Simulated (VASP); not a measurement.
# Sc2GaP3 (P4/mmm) in VASP: a series of runs

The runs below take Sc2GaP3 through single point, with PBE.

All numbers are computed with VASP 6.6.1; they aren't measurements. Logs are shortened: lines on timing, memory, paths and dates and some standing lists are left out, and cuts for length are marked.

## (1) The cell of the first run

It takes space group P4/mmm (No. 123, tetragonal). The conventional cell has a = 3.996 Å, b = 3.996 Å, c = 7.936 Å, α = 90.00°, β = 90.00°, γ = 90.00°. Within 3.8 Å of Sc (site symmetry 4mm) lie 8 P at 2.85 to 3.48 Å and 4 Ga at 3.42 Å. Within 4.5 Å of Ga (site symmetry 4/mmm) lie 8 Sc at 3.42 Å and 10 P at 3.97 to 4.44 Å and 4 Ga at 4.00 Å. P (site symmetry mmm) has 2 P at 2.00 Å within 2.6 Å. P (site symmetry 4/mmm) has 4 P at 2.00 Å within 2.6 Å.

## (2) Single point, PBE

Contents of INCAR:

```
ALGO = Normal
EDIFF = 1E-6
ENCUT = 520
GGA = PE
ISIF = 2
ISMEAR = 0
LASPH = True
LCHARG = False
LREAL = False
LWAVE = False
NBANDS = 34
NELM = 100
PREC = Accurate
SIGMA = 0.1
```

Contents of KPOINTS:

```
k-points
0
Gamma
  4 4 2
```

Contents of POSCAR:

```
Sc2GaP3
1.0
    3.9955002500      0.0000000000      0.0000000000
    0.0000000000      3.9955002500      0.0000000000
    0.0000000000      0.0000000000      7.9363634900
Sc Ga P
2 1 3
Direct
    0.5000000000      0.5000000000      0.2436858700
    0.5000000000      0.5000000000      0.7563141300
    0.0000000000      0.0000000000      0.0000000000
    0.5000000000      0.0000000000      0.5000000000
    0.0000000000      0.5000000000      0.5000000000
    0.0000000000      0.0000000000      0.5000000000
```

Potentials or basis: VASP PAW PBE potentials, release 64 (Sc_sv, Ga_d, P).

Started as:

```
$ cat potpaw_PBE.64/Sc_sv/POTCAR potpaw_PBE.64/Ga_d/POTCAR potpaw_PBE.64/P/POTCAR > POTCAR
$ mpirun -np 1 vasp_std > vasp.out
```

OUTCAR:

```text
EDIFF = 1E-6
   ENCUT = 520
   GGA = PE
   ISIF = 2
   ISMEAR = 0
   LASPH = True
   LREAL = False
   NELM = 100
   PREC = Accurate

 ion  position               nearest neighbor table
   1  0.500  0.500  0.244-   4 2.85   5 2.85   4 2.85   5 2.85
   2  0.500  0.500  0.756-   4 2.85   5 2.85   4 2.85   5 2.85
   3  0.000  0.000  0.000-
   4  0.500  0.000  0.500-   6 2.00   6 2.00   5 2.83   5 2.83   5 2.83   5 2.83   1 2.85   2 2.85
                             1 2.85   2 2.85
   5  0.000  0.500  0.500-   6 2.00   6 2.00   4 2.83   4 2.83   4 2.83   4 2.83   1 2.85   2 2.85
                             1 2.85   2 2.85
   6  0.000  0.000  0.500-   4 2.00   5 2.00   5 2.00   4 2.00

  LATTYP: Found a simple tetragonal cell.
 ALAT       =     3.9955002500
 C/A-ratio  =     1.9863253644

  Lattice vectors:

 A1 = (   3.9955002500,   0.0000000000,   0.0000000000)
 A2 = (   0.0000000000,   3.9955002500,   0.0000000000)
 A3 = (   0.0000000000,   0.0000000000,   7.9363634900)

Analysis of symmetry for initial positions (statically):
=====================================================================
 Subroutine PRICEL returns:
 Original cell was already a primitive cell.

 Routine SETGRP: Setting up the symmetry group for a
 simple tetragonal supercell.

 Subroutine GETGRP returns: Found 16 space group operations
 (whereof 16 operations were pure point group operations)
 out of a pool of 16 trial point group operations.

The static configuration has the point symmetry D_4h.

Analysis of symmetry for dynamics (positions and initial velocities):
=====================================================================
 Subroutine PRICEL returns:
 Original cell was already a primitive cell.

 Routine SETGRP: Setting up the symmetry group for a
 simple tetragonal supercell.

 Subroutine GETGRP returns: Found 16 space group operations
 (whereof 16 operations were pure point group operations)
 out of a pool of 16 trial point group operations.

The dynamic configuration has the point symmetry D_4h.

 Subroutine INISYM returns: Found 16 space group operations
 (whereof 16 operations are pure point group operations),
 and found     1 'primitive' translations

----------------------------------------------------------------------------------------

                                     Primitive cell

  volume of cell :     126.6963

  direct lattice vectors                    reciprocal lattice vectors
     3.995500250  0.000000000  0.000000000     0.250281551  0.000000000  0.000000000
     0.000000000  3.995500250  0.000000000     0.000000000  0.250281551  0.000000000
     0.000000000  0.000000000  7.936363490     0.000000000  0.000000000  0.126002293

  length of vectors
     3.995500250  3.995500250  7.936363490     0.250281551  0.250281551  0.126002293

  position of ions in fractional coordinates (direct lattice)
     0.500000000  0.500000000  0.243685870
     0.500000000  0.500000000  0.756314130
     0.000000000  0.000000000  0.000000000
     0.500000000  0.000000000  0.500000000
     0.000000000  0.500000000  0.500000000
     0.000000000  0.000000000  0.500000000

  ion indices of the primitive-cell ions
   primitive index   ion index
                 1           1
                 2           2
                 3           3
                 4           4
                 5           5
                 6           6

----------------------------------------------------------------------------------------

 KPOINTS: k-points

Automatic generation of k-mesh.
 Grid dimensions read from file:
 generate k-points for:    4    4    2

 Generating k-lattice:

  Cartesian coordinates                     Fractional coordinates (reciprocal lattice)
     0.062570388  0.000000000  0.000000000     0.250000000  0.000000000  0.000000000
     0.000000000  0.062570388  0.000000000     0.000000000  0.250000000  0.000000000
     0.000000000  0.000000000  0.063001147     0.000000000  0.000000000  0.500000000

  Length of vectors
     0.062570388  0.062570388  0.063001147

  Shift w.r.t. Gamma in fractional coordinates (k-lattice)
     0.000000000  0.000000000  0.000000000

 Subroutine IBZKPT returns following result:
 ===========================================

 Found     12 irreducible k-points:

 Following reciprocal coordinates:
            Coordinates               Weight
  0.000000  0.000000  0.000000      1.000000
  0.250000  0.000000  0.000000      4.000000
  0.500000  0.000000  0.000000      2.000000
  0.250000  0.250000  0.000000      4.000000
  0.500000  0.250000  0.000000      4.000000
  0.500000  0.500000  0.000000      1.000000
  0.000000  0.000000  0.500000      1.000000
  0.250000  0.000000  0.500000      4.000000
  0.500000  0.000000  0.500000      2.000000
  0.250000  0.250000  0.500000      4.000000
  0.500000  0.250000  0.500000      4.000000
  0.500000  0.500000  0.500000      1.000000
   k-points           NKPTS =     12   k-points in BZ     NKDIM =     12   number of bands    NBANDS=     34
   number of dos      NEDOS =    301   number of ions     NIONS =      6
   total plane-waves  NPLWV =  54000
   dimension x,y,z NGX =    30 NGY =   30 NGZ =   60
   dimension x,y,z NGXF=    60 NGYF=   60 NGZF=  120
   ions per type =               2   1   3
   NGX,Y,Z   is equivalent  to a cutoff of  12.48, 12.48, 12.57 a.u.
   NGXF,Y,Z  is equivalent  to a cutoff of  24.96, 24.96, 25.14 a.u.
 SYSTEM =  unknown system
   PREC   = accura    normal or accurate (medium, high low for compatibility)
   ISTART =      0    job   : 0-new  1-cont  2-samecut
   ICHARG =      2    charge: 1-file 2-atom 10-const
   ISPIN  =      1    spin polarized calculation?
   LNONCOLLINEAR =      F non collinear calculations
   LSORBIT =      F    spin-orbit coupling
   LASPH  =      T    aspherical Exc in radial PAW
   ENCUT  =  520.0 eV  38.22 Ry    6.18 a.u.   7.43  7.43 14.76*2*pi/ulx,y,z
   NELM   =    100;   NELMIN=  2; NELMDL= -5     # of ELM steps
   EDIFF  = 0.1E-05   stopping-criterion for ELM
   LREAL  =      F    real-space projection
   EDIFFG = 0.1E-04   stopping-criterion for IOM
   NSW    =      0    number of steps for IOM
   IBRION =     -1    ionic relax: 0-MD 1-quasi-New 2-CG
   NFREE  =      0    steps in history (QN), initial steepest desc. (CG)
   ISIF   =      2    stress and relaxation
   ISYM   =      2    0-nonsym 1-usesym 2-fastsym
   POTIM  = 0.5000    time-step for ionic-motion
   TEBEG  =    0.0;   TEEND  =   0.0 temperature during run
   PSTRESS=    0.0 pullay stress
   NELECT =      50.0000    total number of electrons
   NUPDOWN=      -1.0000    fix difference up-down
   EMIN   =  10.00;   EMAX   =-10.00  energy-range for DOS
   EFERMI =   0.00;   METHOD = LEGACY
   ISMEAR =     0;   SIGMA  =   0.10  broadening in eV -4-tet -1-fermi 0-gaus
   EFERMI_NEDOS =   21; number of points for ismear=-14 and -15
   IALGO  =     38    algorithm
   IMIX   =      4    mixing-type and parameters
     AMIX     =   0.40;   BMIX     =  1.00
     AMIX_MAG =   1.60;   BMIX_MAG =  1.00
  volume/ion in A,a.u.               =      21.12       142.50
  Fermi-wavevector in a.u.,A,eV,Ry     =   1.200817  2.269215 19.619081  1.441962
  Thomas-Fermi vector in A             =   2.336643
   LORBIT       =      0    0 simple, 1 ext, 2 COOP (PROOUT), +10 PAW based schemes
   GGA     = PE    functional components
   LHFCALC =     F    Hartree Fock is set to
   AEXX    =    0.0000 exact exchange contribution
   IVDW    =     0    specifies the selected vdW correction
   LEPSILON=     F    determine dielectric tensor
   LRPA    =     F    only Hartree local field effects (RPA)
 non-spin polarized calculation
 Gauss-broadening in eV      SIGMA  =   0.10
  energy-cutoff  :      520.00
  volume of cell :      126.70
 maximum number of plane-waves:      3438
 NGX is ok and might be reduce to    30
   NGX = 15   NGY = 15   NGZ = 29

 number of electron      49.9999998 magnetization

 Free energy of the ion-electron system (eV)
  ---------------------------------------------------
  ext. energy  EPLUGINS =         0.00000000
  ---------------------------------------------------
  free energy    TOTEN  =       -29.67028065 eV

  energy without entropy =      -29.64887370  energy(sigma->0) =      -29.65957718

 E-fermi :   5.3139     XC(G=0):  -9.8734

 val. band max:        5.3058624533   @ k =   0.2500   0.2500   0.5000
 cond. band min:       5.5402776692   @ k =   0.5000   0.2500   0.5000
 fundamental gap:      0.2344152160
 Fermi energy:         5.3138724148

 k-point     1 :       0.0000    0.0000    0.0000
  band No.  band energies     occupation
      1     -45.1317      2.00000
      2     -45.1301      2.00000
      3     -23.7424      2.00000
      4     -23.7424      2.00000
      5     -23.7393      2.00000
      6     -23.7393      2.00000
[... 26 lines left out ...]
     33       7.2474      0.00000
     34       8.1225      0.00000

 k-point     2 :       0.2500    0.0000    0.0000
  band No.  band energies     occupation
      1     -45.1310      2.00000
      2     -45.1295      2.00000
      3     -23.7562      2.00000
      4     -23.7520      2.00000
      5     -23.7413      2.00000
      6     -23.7383      2.00000
[... 26 lines left out ...]
     33       7.1375      0.00000
     34       7.5963      0.00000

 k-point     3 :       0.5000    0.0000    0.0000
  band No.  band energies     occupation
      1     -45.1304      2.00000
      2     -45.1289      2.00000
      3     -23.7698      2.00000
      4     -23.7646      2.00000
      5     -23.7403      2.00000
      6     -23.7373      2.00000
[... 26 lines left out ...]
     33       7.4277      0.00000
     34       7.7587      0.00000
[... 260 lines left out ...]
 k-point    11 :       0.5000    0.2500    0.5000
  band No.  band energies     occupation
      1     -45.1292      2.00000
      2     -45.1289      2.00000
      3     -23.7666      2.00000
      4     -23.7651      2.00000
      5     -23.7521      2.00000
      6     -23.7513      2.00000
[... 26 lines left out ...]
     33       7.3453      0.00000
     34       7.7203      0.00000

 k-point    12 :       0.5000    0.5000    0.5000
  band No.  band energies     occupation
      1     -45.1285      2.00000
      2     -45.1282      2.00000
      3     -23.7652      2.00000
      4     -23.7652      2.00000
      5     -23.7638      2.00000
      6     -23.7638      2.00000
[... 26 lines left out ...]
     33       7.4969      0.00000
     34       7.4977      0.00000

------------------------ aborting loop because EDIFF is reached ----------------------------------------

  FORCE on cell =-STRESS in cart. coord.  units (eV):
  Direction    XX          YY          ZZ          XY          YZ          ZX
  --------------------------------------------------------------------------------------
  -------------------------------------------------------------------------------------
  Total       13.5370799     13.5370799     -9.1700023      0.0000000      0.0000000      0.0000000
  in kB      171.1873615    171.1873615   -115.9621217      0.0000000      0.0000000      0.0000000
  external PRESSURE =      75.4708671 kB  Pullay stress =       0.0000000 kB

 VOLUME and BASIS-vectors are now :
 -----------------------------------------------------------------------------
  energy-cutoff  :      520.00
  volume of cell :      126.70
      direct lattice vectors                 reciprocal lattice vectors
     3.995500250  0.000000000  0.000000000     0.250281551  0.000000000  0.000000000
     0.000000000  3.995500250  0.000000000     0.000000000  0.250281551  0.000000000
     0.000000000  0.000000000  7.936363490     0.000000000  0.000000000  0.126002293

 POSITION                                       TOTAL-FORCE (eV/Angst)
 -----------------------------------------------------------------------------------
      1.99775      1.99775      1.93398        -0.000000     -0.000000      0.405215
      1.99775      1.99775      6.00238         0.000000     -0.000000     -0.405215
      0.00000      0.00000      0.00000         0.000000      0.000000      0.000000
      1.99775      0.00000      3.96818         0.000000      0.000000      0.000000
      0.00000      1.99775      3.96818         0.000000      0.000000      0.000000
      0.00000      0.00000      3.96818         0.000000      0.000000      0.000000
 -----------------------------------------------------------------------------------
    total drift:                                0.000000      0.000000      0.000000

  FREE ENERGIE OF THE ION-ELECTRON SYSTEM (eV)
  ---------------------------------------------------
  free  energy   TOTEN  =       -29.6702806474 eV

  energy  without entropy=      -29.6488737027  energy(sigma->0) =      -29.65957718
```

Run time: 76 s. Hardware: 1 thread of Intel Xeon Platinum 8375C at 2.90GHz (Ice Lake), shared host; peak memory 0.23 GiB.

Results:

```
Free energy            : -29.6703 eV
Pressure               : 7.5 GPa
Largest force          : 0.405 eV/Å
Band gap on the k mesh : zero (band 25 reaches 6.10 eV, above the bottom of band 26 at 5.15 eV)
```

Forces on the atoms (eV/Å):
```
Sc   0.000  0.000  0.405
Sc   0.000  0.000 -0.405
Ga   0.000  0.000  0.000
P    0.000  0.000  0.000
P    0.000  0.000  0.000
P    0.000  0.000  0.000
```

Stress tensor (GPa, compression positive):
```
 17.12   0.00   0.00
  0.00  17.12   0.00
  0.00   0.00 -11.60
```

Levels at points of the mesh, in eV from the Fermi level:
```
           k point  band 22  band 23  band 24  band 25  band 26  band 27  band 28  band 29
(0.00, 0.00, 0.00)    -0.79    -0.79    -0.62    -0.37     0.51     0.80     0.80     1.07
(0.50, 0.00, 0.00)    -2.67    -2.26    -0.14     0.78     0.87     1.00     1.15     1.18
(0.50, 0.50, 0.00)    -1.18    -1.18    -0.45     0.78     0.81     1.20     1.20     1.38
(0.00, 0.00, 0.50)    -2.09    -0.72    -0.72     0.49     0.49     0.67     0.69     1.09
(0.50, 0.00, 0.50)    -2.59    -1.57    -0.43    -0.09     0.51     0.90     0.95     0.95
(0.50, 0.50, 0.50)    -1.15    -1.15    -0.48    -0.45     0.24     0.94     0.94     1.49
```

Caveat: the k points lie up to 0.40 Å⁻¹ apart.

## (3) Single point, PBE

This run uses another cell than the first one, of 21.19 Å³/atom, 1.004 times its volume.

Contents of INCAR:

```
PREC = Accurate
ENCUT = 520
EDIFF = 1E-6
ISMEAR = 0
SIGMA = 0.1
LREAL = F
LASPH = T
NELM = 80
ALGO = Normal
ISIF = 2
LWAVE = F
LCHARG = F
GGA = PE
NBANDS = 34
```

Contents of KPOINTS:

```
regular mesh
0
Gamma
  4 4 2
```

Contents of POSCAR:

```
Sc2GaP3
1.0
    4.4659416470      0.0000000000      0.0000000000
    0.0000000000      4.4659416470      0.0000000000
    0.0000000000      0.0000000000      6.3749824333
Sc Ga P
2 1 3
Direct
    0.5000000000      0.5000000000      0.2592751393
    0.5000000000      0.5000000000      0.7407248607
    0.0000000000      0.0000000000      0.0000000000
    0.5000000000      0.0000000000      0.5000000000
    0.0000000000      0.5000000000      0.5000000000
    0.0000000000      0.0000000000      0.5000000000
```

Potentials or basis: VASP PAW PBE potentials, release 64 (Sc_sv, Ga_d, P).

Started as:

```
$ cat potpaw_PBE.64/Sc_sv/POTCAR potpaw_PBE.64/Ga_d/POTCAR potpaw_PBE.64/P/POTCAR > POTCAR
$ mpirun -np 1 vasp_std > vasp.out
```

Run time: 87 s. Hardware: 1 thread of Intel Xeon Platinum 8375C at 2.90GHz (Ice Lake), shared host; peak memory 0.24 GiB.

It converged, with:

```yaml
Free_energy: -32.3633 eV
Pressure: 0.0 GPa
Largest_force: 0.016 eV/Å
Band_gap_on_the_k_mesh: zero (band 25 reaches 5.71 eV, above the bottom of band 26 at 5.01 eV)
```

Forces on the atoms (eV/Å):
```
Sc   0.000  0.000 -0.016
Sc   0.000  0.000  0.016
Ga   0.000  0.000  0.000
P    0.000  0.000  0.000
P    0.000  0.000  0.000
P    0.000  0.000  0.000
```

Stress tensor (GPa, compression positive):
```
-0.05  0.00  0.00
 0.00 -0.05  0.00
 0.00  0.00  0.09
```

Levels at points of the mesh, in eV from the Fermi level:
```
           k point  band 23  band 24  band 25  band 26  band 27  band 28
(0.00, 0.00, 0.00)    -2.02    -0.46     0.34     0.89     1.11     1.11
(0.50, 0.00, 0.00)    -1.93    -0.13     0.06     0.21     0.85     0.93
(0.50, 0.50, 0.00)    -1.41    -0.80    -0.60     0.10     0.54     0.54
(0.00, 0.00, 0.50)    -1.92    -0.89     0.43     0.51     0.56     0.56
(0.50, 0.00, 0.50)    -0.77    -0.19     0.00     0.10     0.40     1.04
(0.50, 0.50, 0.50)    -0.66    -0.66    -0.57     0.12     0.37     0.37
```

Caveat: the k points lie up to 0.49 Å⁻¹ apart.

## (4) Single point, PBE

This run uses another cell than the first one, of 21.27 Å³/atom, 1.007 times its volume.

Contents of INCAR:

```
SYSTEM = Sc2GaP3
PREC     = Accurate       ! precision mode
ENCUT    = 520            ! plane-wave cutoff, eV
EDIFF    = 1E-6           ! SCF threshold, eV
ISMEAR   = 0              ! smearing method
SIGMA    = 0.1            ! smearing width, eV
LREAL    = .FALSE.        ! projectors in reciprocal space
LASPH    = .TRUE.         ! aspherical terms in the spheres
NELM     = 100            ! most SCF steps
ALGO     = Normal         ! electronic algorithm
ISIF     = 2              ! what is computed and relaxed
LWAVE    = .FALSE.        ! write WAVECAR
LCHARG   = .FALSE.        ! write CHGCAR
GGA      = PE             ! functional
NBANDS   = 34             ! bands
```

Contents of KPOINTS:

```
regular mesh
0
G
  4 4 4
  0 0 0
```

Contents of POSCAR:

```
Sc2GaP3
1.0
    4.5350586495      0.0000000000      0.0000000000
    0.0000000000      4.5350586495      0.0000000000
    0.0000000000      0.0000000000      6.2046895356
Sc Ga P
2 1 3
Direct
    0.5000000000      0.5000000000      0.2617507536
    0.5000000000      0.5000000000      0.7382492464
    0.0000000000      0.0000000000      0.0000000000
    0.5000000000      0.0000000000      0.5000000000
    0.0000000000      0.5000000000      0.5000000000
    0.0000000000      0.0000000000      0.5000000000
```

Started as:

```
$ cat potpaw_PBE.64/Sc_sv/POTCAR potpaw_PBE.64/Ga_d/POTCAR potpaw_PBE.64/P/POTCAR > POTCAR
$ mpirun -np 1 vasp_std > vasp.out
```

Wall time 1.8 min (1 thread of Intel Xeon Platinum 8375C at 2.90GHz (Ice Lake), shared host); peak memory 0.27 GiB.

The run converged. Its results:

* Free energy: -32.3662 eV
* Pressure: -0.1 GPa
* Largest force: 0.021 eV/Å
* Band gap on the k mesh: zero (band 25 reaches 5.62 eV, above the bottom of band 26 at 4.90 eV)

Forces on the atoms (eV/Å):
```
Sc   0.000  0.000 -0.021
Sc   0.000  0.000  0.021
Ga   0.000  0.000  0.000
P    0.000  0.000  0.000
P    0.000  0.000  0.000
P    0.000  0.000  0.000
```

Levels at points of the mesh, in eV from the Fermi level:
```csv
k point,band 22,band 23,band 24,band 25,band 26,band 27,band 28,band 29
"(0.00, 0.00, 0.00)",-2.04,-2.04,-0.47,0.35,0.72,1.03,1.03,1.45
"(0.50, 0.00, 0.00)",-3.25,-1.83,-0.17,0.08,0.16,0.98,0.99,1.13
"(0.50, 0.50, 0.00)",-1.41,-1.41,-0.77,-0.74,0.06,0.51,0.51,1.08
"(0.00, 0.00, 0.50)",-1.93,-1.93,-0.62,0.32,0.45,0.52,0.52,1.40
"(0.50, 0.00, 0.50)",-2.69,-0.59,-0.16,0.04,0.11,0.35,1.15,1.17
"(0.50, 0.50, 0.50)",-0.74,-0.74,-0.42,-0.42,0.14,0.34,0.34,0.60
```

## (5) The runs side by side

```csv
cell,k mesh,gap on the mesh (eV),pressure (GPa),largest force (eV/Å)
"a = 3.996, b = 3.996, c = 7.936 Å, 6 atoms",4 × 4 × 2,none,7.5,0.41
"a = 4.466, b = 4.466, c = 6.375 Å, 6 atoms",4 × 4 × 2,none,0.0,0.02
"a = 4.535, b = 4.535, c = 6.205 Å, 6 atoms",4 × 4 × 4,none,-0.1,0.02
```

Alike in all rows: task single point; level PBE; potentials or basis VASP PAW PBE potentials, release 64 (Sc_sv, Ga_d, P); no spin polarisation; cutoff (eV) 520; smearing gaussian 0.1 eV.

Caveats: some runs use coarse meshes.

Total energies depend on the potentials used, so only differences within one code and one set of settings carry meaning.
